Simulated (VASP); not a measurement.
# BaTiO3 (P4mm) in VASP: notebook

The runs below take BaTiO3 through single point, with r2SCAN, PBE.

Everything below comes from runs of VASP 6.6.1. Logs are shortened: lines on timing, memory, paths and dates and some standing lists are left out, and cuts for length are marked.

### 1 The cell of the first run

The structure is tetragonal, space group P4mm (No. 99). Conventional cell: a = 3.972 Å, b = 3.972 Å, c = 4.112 Å, α = 90.00°, β = 90.00°, γ = 90.00°. Ba (site symmetry 4mm) has 12 O at 2.79 to 2.92 Å and 8 Ti at 3.44 to 3.53 Å within 3.7 Å. Within 2.4 Å of Ti (site symmetry 4mm) lie 6 O at 1.82 to 2.29 Å. O (site symmetry 4mm) has 2 Ti at 1.82 to 2.29 Å within 2.4 Å. Within 2.6 Å of O (site symmetry 2mm) lie 2 Ti at 1.99 Å.

### 2 Single point, r2SCAN

POSCAR reads:

```
BaTiO3
1.0
    3.9723180524      0.0000000000      0.0000000000
    0.0000000000      3.9723180524      0.0000000000
    0.0000000000      0.0000000000      4.1123459202
Ba Ti O
1 1 3
Direct
    0.0000000000      0.0000000000     -0.0043506823
    0.5000000000      0.5000000000      0.4775951345
    0.5000000000      0.5000000000      0.0345307524
    0.5000000000      0.0000000000      0.5176123978
    0.0000000000      0.5000000000      0.5176123978
```

INCAR.step1 reads:

```
PREC = Accurate
ENCUT = 520
ISMEAR = 0
SIGMA = 0.05
LREAL = False
LASPH = True
NELM = 60
NBANDS = 28
GGA = PE
ALGO = Normal
EDIFF = 1E-4
LWAVE = True
LCHARG = False
```

INCAR.step2 reads:

```
PREC = Accurate
ENCUT = 520
EDIFF = 1E-6
ISMEAR = 0
SIGMA = 0.05
LREAL = False
LASPH = True
NELM = 60
ALGO = Normal
ISIF = 2
LWAVE = False
LCHARG = False
METAGGA = R2SCAN
LMIXTAU = True
NBANDS = 28
ISTART = 1
```

KPOINTS reads:

```
regular mesh
0
Gamma
  6 6 6
```

Potentials or basis: VASP PAW PBE potentials, release 64 (Ba_sv, Ti_sv, O).

On the command line:

```bash
$ cat potpaw_PBE.64/Ba_sv/POTCAR potpaw_PBE.64/Ti_sv/POTCAR potpaw_PBE.64/O/POTCAR > POTCAR
$ cp INCAR.step1 INCAR
$ mpirun -np 1 vasp_std > vasp.out
$ cp INCAR.step2 INCAR
$ mpirun -np 1 vasp_std > vasp.out
```

OUTCAR:

```text
PREC = Accurate
   ENCUT = 520
   EDIFF = 1E-6
   ISMEAR = 0
   LREAL = False
   LASPH = True
   NELM = 60
   ISIF = 2
   METAGGA = R2SCAN
   ISTART = 1

 ion  position               nearest neighbor table
   1  0.000  0.000  0.996-   4 2.79   5 2.79   5 2.79   4 2.79   3 2.81   3 2.81   3 2.81   3 2.81
                             4 2.92   5 2.92   5 2.92   4 2.92   2 3.44   2 3.44   2 3.44   2 3.44
   2  0.500  0.500  0.478-   3 1.82   4 1.99   5 1.99   4 1.99   5 1.99   3 2.29   1 3.44   1 3.44
                             1 3.44   1 3.44   1 3.53   1 3.53   1 3.53   1 3.53
   3  0.500  0.500  0.035-   2 1.82   2 2.29   1 2.81   1 2.81   1 2.81   1 2.81
   4  0.500  0.000  0.518-   2 1.99   2 1.99   1 2.79   1 2.79   1 2.92   1 2.92
   5  0.000  0.500  0.518-   2 1.99   2 1.99   1 2.79   1 2.79   1 2.92   1 2.92

  LATTYP: Found a simple tetragonal cell.
 ALAT       =     3.9723180524
 C/A-ratio  =     1.0352509205

  Lattice vectors:

 A1 = (   3.9723180524,   0.0000000000,   0.0000000000)
 A2 = (   0.0000000000,   3.9723180524,   0.0000000000)
 A3 = (   0.0000000000,   0.0000000000,   4.1123459202)

Analysis of symmetry for initial positions (statically):
=====================================================================
 Subroutine PRICEL returns:
 Original cell was already a primitive cell.

 Routine SETGRP: Setting up the symmetry group for a
 simple tetragonal supercell.

 Subroutine GETGRP returns: Found  8 space group operations
 (whereof  8 operations were pure point group operations)
 out of a pool of 16 trial point group operations.

The static configuration has the point symmetry C_4v.

Analysis of symmetry for dynamics (positions and initial velocities):
=====================================================================
 Subroutine PRICEL returns:
 Original cell was already a primitive cell.

 Routine SETGRP: Setting up the symmetry group for a
 simple tetragonal supercell.

 Subroutine GETGRP returns: Found  8 space group operations
 (whereof  8 operations were pure point group operations)
 out of a pool of 16 trial point group operations.

The dynamic configuration has the point symmetry C_4v.

 Subroutine INISYM returns: Found  8 space group operations
 (whereof  8 operations are pure point group operations),
 and found     1 'primitive' translations

----------------------------------------------------------------------------------------

                                     Primitive cell

  volume of cell :      64.8900

  direct lattice vectors                    reciprocal lattice vectors
     3.972318052  0.000000000  0.000000000     0.251742178  0.000000000  0.000000000
     0.000000000  3.972318052  0.000000000     0.000000000  0.251742178  0.000000000
     0.000000000  0.000000000  4.112345920     0.000000000  0.000000000  0.243170205

  length of vectors
     3.972318052  3.972318052  4.112345920     0.251742178  0.251742178  0.243170205

  position of ions in fractional coordinates (direct lattice)
     0.000000000  0.000000000  0.995649318
     0.500000000  0.500000000  0.477595134
     0.500000000  0.500000000  0.034530752
     0.500000000  0.000000000  0.517612398
     0.000000000  0.500000000  0.517612398

  ion indices of the primitive-cell ions
   primitive index   ion index
                 1           1
                 2           2
                 3           3
                 4           4
                 5           5

----------------------------------------------------------------------------------------

 KPOINTS: regular mesh

Automatic generation of k-mesh.
 Grid dimensions read from file:
 generate k-points for:    6    6    6

 Generating k-lattice:

  Cartesian coordinates                     Fractional coordinates (reciprocal lattice)
     0.041957030  0.000000000  0.000000000     0.166666667  0.000000000  0.000000000
     0.000000000  0.041957030  0.000000000     0.000000000  0.166666667  0.000000000
     0.000000000  0.000000000  0.040528367     0.000000000  0.000000000  0.166666667

  Length of vectors
[... 48 lines left out ...]

  energy without entropy =      -74.25940127  energy(sigma->0) =      -74.25940127

 E-fermi :   3.9582     XC(G=0): -11.8331

 val. band max:        3.5985803024   @ k =   0.5000   0.5000   0.5000
 cond. band min:       5.8084609340   @ k =   0.0000   0.0000   0.0000
 fundamental gap:      2.2098806316
 Fermi energy:         3.9581833850

 k-point     1 :       0.0000    0.0000    0.0000
  band No.  band energies     occupation
      1     -55.2047      2.00000
      2     -30.4722      2.00000
      3     -30.3590      2.00000
      4     -30.3590      2.00000
      5     -22.1092      2.00000
      6     -14.3948      2.00000
[... 20 lines left out ...]
     27       9.2135      0.00000
     28      11.5397      0.00000

 k-point     2 :       0.1667    0.0000    0.0000
  band No.  band energies     occupation
      1     -55.2044      2.00000
      2     -30.4716      2.00000
      3     -30.3749      2.00000
      4     -30.3584      2.00000
      5     -22.0772      2.00000
      6     -14.4160      2.00000
[... 20 lines left out ...]
     27       9.7339      0.00000
     28      12.1939      0.00000

 k-point     3 :       0.3333    0.0000    0.0000
  band No.  band energies     occupation
      1     -55.2038      2.00000
      2     -30.4704      2.00000
      3     -30.4066      2.00000
      4     -30.3573      2.00000
      5     -22.0115      2.00000
      6     -14.5388      2.00000
[... 20 lines left out ...]
     27      10.9126      0.00000
     28      12.3184      0.00000

 k-point     4 :       0.5000    0.0000    0.0000
  band No.  band energies     occupation
      1     -55.2034      2.00000
      2     -30.4698      2.00000
      3     -30.4223      2.00000
      4     -30.3567      2.00000
      5     -21.9779      2.00000
      6     -14.6204      2.00000
[... 578 lines left out ...]
     27      11.2914      0.00000
     28      12.8423      0.00000

 k-point    23 :       0.3333    0.0000    0.3333
  band No.  band energies     occupation
      1     -55.2032      2.00000
      2     -30.5016      2.00000
      3     -30.4048      2.00000
      4     -30.3563      2.00000
      5     -21.9583      2.00000
      6     -14.2653      2.00000
[... 20 lines left out ...]
     27      12.3466      0.00000
     28      12.7162      0.00000

 k-point    24 :       0.5000    0.0000    0.3333
  band No.  band energies     occupation
      1     -55.2029      2.00000
      2     -30.5007      2.00000
      3     -30.4203      2.00000
      4     -30.3557      2.00000
      5     -21.9329      2.00000
      6     -14.2427      2.00000
[... 20 lines left out ...]
     27      12.1680      0.00000
     28      13.4666      0.00000

 [... further k-points ...]

------------------------ aborting loop because EDIFF is reached ----------------------------------------

  FORCE on cell =-STRESS in cart. coord.  units (eV):
  Direction    XX          YY          ZZ          XY          YZ          ZX
  --------------------------------------------------------------------------------------
  -------------------------------------------------------------------------------------
  Total        0.7564231      0.7564231      0.8165382      0.0000000      0.0000000      0.0000000
  in kB       18.6765946     18.6765946     20.1608763      0.0000000      0.0000000      0.0000000
  external PRESSURE =      19.1713552 kB  Pullay stress =       0.0000000 kB

 VOLUME and BASIS-vectors are now :
 -----------------------------------------------------------------------------
  energy-cutoff  :      520.00
  volume of cell :       64.89
      direct lattice vectors                 reciprocal lattice vectors
     3.972318052  0.000000000  0.000000000     0.251742178  0.000000000  0.000000000
     0.000000000  3.972318052  0.000000000     0.000000000  0.251742178  0.000000000
     0.000000000  0.000000000  4.112345920     0.000000000  0.000000000  0.243170205

 POSITION                                       TOTAL-FORCE (eV/Angst)
 -----------------------------------------------------------------------------------
      0.00000      0.00000      4.09445        -0.000000     -0.000000      0.029693
      1.98616      1.98616      1.96404         0.000000     -0.000000      0.158658
      1.98616      1.98616      0.14200         0.000000      0.000000     -0.155060
      1.98616      0.00000      2.12860         0.000000     -0.000000     -0.016645
      0.00000      1.98616      2.12860         0.000000     -0.000000     -0.016645
 -----------------------------------------------------------------------------------
    total drift:                                0.000000      0.000000     -0.003621

  FREE ENERGIE OF THE ION-ELECTRON SYSTEM (eV)
  ---------------------------------------------------
  free  energy   TOTEN  =       -74.2594012696 eV

  energy  without entropy=      -74.2594012696  energy(sigma->0) =      -74.25940127
```

Wall time 5.7 min (1 thread of Intel Xeon 8259CL, shared host); peak memory 0.23 GiB.

What came out:

* Free energy: -74.2594 eV
* Pressure: 1.9 GPa
* Largest force: 0.159 eV/Å
* Band gap on the k mesh: 2.21 eV (least direct gap 2.71 eV)

Forces in eV/Å, atoms in the order of the input:
```
Ba   0.000  0.000  0.030
Ti   0.000  0.000  0.159
O    0.000  0.000 -0.155
O    0.000  0.000 -0.017
O    0.000  0.000 -0.017
```

Levels at points of the mesh, in eV from the valence-band top:
| k point | band 18 | band 19 | band 20 | band 21 | band 22 | band 23 |
| --- | --- | --- | --- | --- | --- | --- |
| (0.00, 0.00, 0.00) | -0.73 | -0.50 | -0.50 | 2.21 | 2.69 | 2.69 |
| (0.50, 0.00, 0.00) | -1.72 | -1.41 | -1.22 | 2.79 | 3.90 | 3.98 |
| (0.50, 0.50, 0.00) | -1.13 | -1.13 | -0.07 | 4.01 | 4.01 | 4.39 |
| (0.00, 0.00, 0.50) | -2.03 | -0.76 | -0.76 | 2.34 | 3.90 | 3.90 |
| (0.50, 0.00, 0.50) | -1.10 | -1.04 | -0.42 | 3.92 | 3.94 | 4.25 |
| (0.50, 0.50, 0.50) | -0.34 | -0.34 | 0.00 | 4.50 | 4.50 | 4.59 |

Caveat: the PAW data sets were made with another functional, which shifts forces and pressure a little; spin-orbit coupling is left out, which moves the levels of the heavy elements. A k mesh can miss the band edges.

### 3 Single point, r2SCAN (13.24 Å³/atom)

This run uses another cell than the first one, of 13.24 Å³/atom.

POSCAR reads:

```
BaTiO3
1.0
    3.9792788192      0.0000000000      0.0000000000
    0.0000000000      3.9792788192      0.0000000000
    0.0000000000      0.0000000000      4.1799308623
Ba Ti O
1 1 3
Direct
    0.0000000000      0.0000000000     -0.0083211017
    0.5000000000      0.5000000000      0.4730201468
    0.5000000000      0.5000000000      0.0405128427
    0.5000000000      0.0000000000      0.5188940562
    0.0000000000      0.5000000000      0.5188940562
```

INCAR.step1 is that of step 2.

INCAR.step2 is that of step 2.

KPOINTS reads:

```
Automatic mesh
0
Gamma
  6 6 6
```

Potentials or basis: VASP PAW PBE potentials, release 64 (Ba_sv, Ti_sv, O).

On the command line:

```bash
$ cat potpaw_PBE.64/Ba_sv/POTCAR potpaw_PBE.64/Ti_sv/POTCAR potpaw_PBE.64/O/POTCAR > POTCAR
$ cp INCAR.step1 INCAR
$ mpirun -np 1 vasp_std > vasp.out
$ cp INCAR.step2 INCAR
$ mpirun -np 1 vasp_std > vasp.out
```

Run time: 7 min. Hardware: 1 thread of Intel Xeon 8259CL, shared host; peak memory 0.23 GiB.

The run converged. Its results:

```
Free energy            : -74.2602 eV
Pressure               : -0.2 GPa
Largest force          : 0.191 eV/Å
Band gap on the k mesh : 2.20 eV (least direct gap 2.77 eV)
```

Forces in eV/Å, atoms in the order of the input:
```
Ba   0.000  0.000  0.033
Ti   0.000  0.000  0.191
O    0.000  0.000 -0.179
O    0.000  0.000 -0.022
O    0.000  0.000 -0.022
```

Stress tensor (GPa, compression positive):
```
-0.31  0.00  0.00
 0.00 -0.31  0.00
 0.00  0.00 -0.08
```

Levels at points of the mesh, in eV from the valence-band top:
```
           k point  band 17  band 18  band 19  band 20  band 21  band 22  band 23  band 24
(0.00, 0.00, 0.00)    -1.36    -0.93    -0.57    -0.57     2.20     2.80     2.80     4.33
(0.50, 0.00, 0.00)    -1.98    -1.72    -1.59    -1.38     2.87     3.83     3.93     4.43
(0.50, 0.50, 0.00)    -2.11    -1.19    -1.19    -0.06     3.97     3.97     4.34     4.54
(0.00, 0.00, 0.50)    -2.08    -2.03    -0.77    -0.77     2.32     3.84     3.84     4.33
(0.50, 0.00, 0.50)    -1.92    -1.19    -1.11    -0.53     3.85     3.88     4.15     5.18
(0.50, 0.50, 0.50)    -2.67    -0.46    -0.46     0.00     4.39     4.39     4.50     6.59
```

Caveat: the PAW data sets were made with another functional, which shifts forces and pressure a little; spin-orbit coupling is left out, which moves the levels of the heavy elements. r2SCAN opens gaps a little over a GGA but as a rule still falls short of measured ones.

### 4 Single point, r2SCAN (13.50 Å³/atom)

This run uses another cell than the first one, of 13.50 Å³/atom.

POSCAR reads:

```
BaTiO3
1.0
    3.9814334701      0.0000000000      0.0000000000
    0.0000000000      3.9814334701      0.0000000000
    0.0000000000      0.0000000000      4.2572786851
Ba Ti O
1 1 3
Direct
    0.0000000000      0.0000000000     -0.0132665864
    0.5000000000      0.5000000000      0.4688280951
    0.5000000000      0.5000000000      0.0468027103
    0.5000000000      0.0000000000      0.5203178906
    0.0000000000      0.5000000000      0.5203178906
```

INCAR.step1 reads:

```
PREC = Accurate ; ENCUT = 520
ISMEAR = 0 ; SIGMA = 0.05
LREAL = F ; LASPH = T
NELM = 100 ; NBANDS = 28
GGA = PE ; ALGO = Normal
EDIFF = 1E-4 ; LWAVE = T
LCHARG = F
```

INCAR.step2 reads:

```
PREC = Accurate ; ENCUT = 520
EDIFF = 1E-6 ; ISMEAR = 0
SIGMA = 0.05 ; LREAL = F
LASPH = T ; NELM = 100
ALGO = Normal ; ISIF = 2
LWAVE = F ; LCHARG = F
METAGGA = R2SCAN ; LMIXTAU = T
NBANDS = 28 ; ISTART = 1
```

KPOINTS reads:

```
regular mesh
0
Gamma
  6 6 6
```

On the command line:

```bash
$ cat potpaw_PBE.64/Ba_sv/POTCAR potpaw_PBE.64/Ti_sv/POTCAR potpaw_PBE.64/O/POTCAR > POTCAR
$ cp INCAR.step1 INCAR
$ mpirun -np 1 vasp_std > vasp.out
$ cp INCAR.step2 INCAR
$ mpirun -np 1 vasp_std > vasp.out
```

Wall time 6.4 min (1 thread of Intel Xeon 8259CL, shared host); peak memory 0.23 GiB.

It converged, with:

* Free energy: -74.2445 eV
* Pressure: -1.9 GPa
* Largest force: 0.203 eV/Å
* Band gap on the k mesh: 2.19 eV (least direct gap 2.82 eV)

Forces on the atoms (eV/Å):
```
Ba   0.000  0.000  0.040
Ti   0.000  0.000  0.203
O    0.000  0.000 -0.191
O    0.000  0.000 -0.026
O    0.000  0.000 -0.026
```

Stress tensor (GPa, compression positive):
```
-2.00  0.00  0.00
 0.00 -2.00  0.00
 0.00  0.00 -1.78
```

Levels at points of the mesh, in eV from the valence-band top:
```
           k point  band 16  band 17  band 18  band 19  band 20  band 21  band 22  band 23  band 24  band 25
(0.00, 0.00, 0.00)    -1.92    -1.42    -1.14    -0.63    -0.63     2.19     2.90     2.90     4.30     4.56
(0.50, 0.00, 0.00)    -2.01    -2.01    -1.77    -1.73    -1.55     2.96     3.78     3.89     4.40     5.78
(0.50, 0.50, 0.00)    -3.10    -2.22    -1.23    -1.23    -0.05     3.94     3.94     4.30     4.31     7.83
(0.00, 0.00, 0.50)    -2.28    -2.13    -2.03    -0.78    -0.78     2.30     3.79     3.79     4.30     6.18
(0.50, 0.00, 0.50)    -2.60    -1.97    -1.29    -1.17    -0.64     3.80     3.83     4.04     5.12     7.30
(0.50, 0.50, 0.50)    -2.74    -2.74    -0.59    -0.59     0.00     4.28     4.28     4.43     6.33     6.90
```

Caveat: the PAW data sets were made with another functional, which shifts forces and pressure a little; spin-orbit coupling is left out, which moves the levels of the heavy elements.

### 5 Single point, PBE, collinear spin

This run uses another cell than the first one, of 13.33 Å³/atom.

INCAR reads:

```
SYSTEM = BaTiO3
PREC = Accurate
ENCUT = 520
EDIFF = 1E-6
ISMEAR = 0
SIGMA = 0.05
LREAL = .FALSE.
LASPH = .TRUE.
NELM = 150
ALGO = Normal
ISIF = 2
LWAVE = .FALSE.
LCHARG = .FALSE.
ISPIN = 2
MAGMOM = 0 1 0 0 0
LORBIT = 11
LMAXMIX = 4
GGA = PE
NBANDS = 32
```

KPOINTS reads:

```
regular mesh
0
G
  6 6 6
  0 0 0
```

POSCAR reads:

```
BaTiO3
1.0
    3.9868564027      0.0000000000      0.0000000000
    0.0000000000      3.9868564027      0.0000000000
    0.0000000000      0.0000000000      4.1941686006
Ba Ti O
1 1 3
Direct
    0.0000000000      0.0000000000     -0.0101184601
    0.5000000000      0.5000000000      0.4726041551
    0.5000000000      0.5000000000      0.0402897099
    0.5000000000      0.0000000000      0.5201122976
    0.0000000000      0.5000000000      0.5201122976
```

On the command line:

```bash
$ cat potpaw_PBE.64/Ba_sv/POTCAR potpaw_PBE.64/Ti_sv/POTCAR potpaw_PBE.64/O/POTCAR > POTCAR
$ mpirun -np 1 vasp_std > vasp.out
```

Wall time 4.5 min (1 thread of Intel Xeon 8259CL, shared host); peak memory 0.28 GiB.

It converged, with:

| Property | Result |
| --- | --- |
| Free energy | -40.0400 eV |
| Pressure | 1.6 GPa |
| Largest force | 0.082 eV/Å |
| Band gap on the k mesh | 1.79 eV (least direct gap 2.35 eV) |
| Net moment | 0.00 μB per cell |
| Valence electrons inside the program's atomic spheres | Ba 7.96; Ti 10.25; O 5.03, 5.02 (each value once) |

Forces on the atoms (eV/Å):
```
Ba   0.000  0.000  0.047
Ti   0.000  0.000  0.077
O    0.000  0.000 -0.082
O    0.000  0.000 -0.021
O    0.000  0.000 -0.021
```

Stress tensor (GPa, compression positive):
```
1.54 0.00 0.00
0.00 1.54 0.00
0.00 0.00 1.68
```

Levels at points of the mesh, in eV from the valence-band top:
Spin up:
```tsv
k point	band 17	band 18	band 19	band 20	band 21	band 22	band 23	band 24
(0.00, 0.00, 0.00)	-1.32	-0.91	-0.56	-0.56	1.79	2.42	2.42	4.00
(0.50, 0.00, 0.00)	-1.96	-1.71	-1.57	-1.33	2.50	3.42	3.52	4.07
(0.50, 0.50, 0.00)	-2.03	-1.16	-1.16	-0.06	3.56	3.56	3.90	4.11
(0.00, 0.00, 0.50)	-2.06	-2.00	-0.74	-0.74	1.91	3.44	3.44	4.00
(0.50, 0.00, 0.50)	-1.86	-1.17	-1.09	-0.51	3.45	3.47	3.71	4.77
(0.50, 0.50, 0.50)	-2.63	-0.45	-0.45	0.00	3.95	3.95	4.06	5.95
```
Spin down:
| k point | band 16 | band 17 | band 18 | band 19 | band 20 | band 21 | band 22 | band 23 | band 24 | band 25 |
| --- | --- | --- | --- | --- | --- | --- | --- | --- | --- | --- |
| (0.00, 0.00, 0.00) | -1.72 | -1.32 | -0.91 | -0.56 | -0.56 | 1.79 | 2.42 | 2.42 | 4.00 | 4.21 |
| (0.50, 0.00, 0.00) | -1.99 | -1.96 | -1.71 | -1.57 | -1.33 | 2.50 | 3.42 | 3.52 | 4.07 | 5.48 |
| (0.50, 0.50, 0.00) | -2.98 | -2.03 | -1.16 | -1.16 | -0.06 | 3.56 | 3.56 | 3.90 | 4.11 | 7.43 |
| (0.00, 0.00, 0.50) | -2.17 | -2.06 | -2.00 | -0.74 | -0.74 | 1.91 | 3.44 | 3.44 | 4.00 | 5.84 |
| (0.50, 0.00, 0.50) | -2.62 | -1.86 | -1.17 | -1.09 | -0.51 | 3.45 | 3.47 | 3.71 | 4.77 | 7.04 |
| (0.50, 0.50, 0.50) | -2.63 | -2.63 | -0.45 | -0.45 | 0.00 | 3.95 | 3.95 | 4.06 | 5.95 | 6.36 |

Caveat: spin-orbit coupling is left out, which moves the levels of the heavy elements.

### 6 The runs side by side

| level | spin | cell | gap on the mesh (eV) | pressure (GPa) | largest force (eV/Å) |
| --- | --- | --- | --- | --- | --- |
| r2SCAN | off | a = 3.972, b = 3.972, c = 4.112 Å, 5 atoms, atomic positions A | 2.21 | 1.9 | 0.16 |
| r2SCAN | off | a = 3.979, b = 3.979, c = 4.180 Å, 5 atoms, atomic positions B | 2.20 | -0.2 | 0.19 |
| r2SCAN | off | a = 3.981, b = 3.981, c = 4.257 Å, 5 atoms, atomic positions C | 2.19 | -1.9 | 0.20 |
| PBE | collinear | a = 3.987, b = 3.987, c = 4.194 Å, 5 atoms, atomic positions D | 1.79 | 1.6 | 0.08 |

Alike in all rows: task single point; potentials or basis VASP PAW PBE potentials, release 64 (Ba_sv, Ti_sv, O); k mesh 6 × 6 × 6; cutoff (eV) 520; smearing gaussian 0.05 eV.

Caveats: spin-orbit coupling is left out, which moves the levels of the heavy elements; the PAW data sets were made with another functional, which shifts forces and pressure a little (at least some runs).

Absolute energies hang on the potentials; compare differences alone.
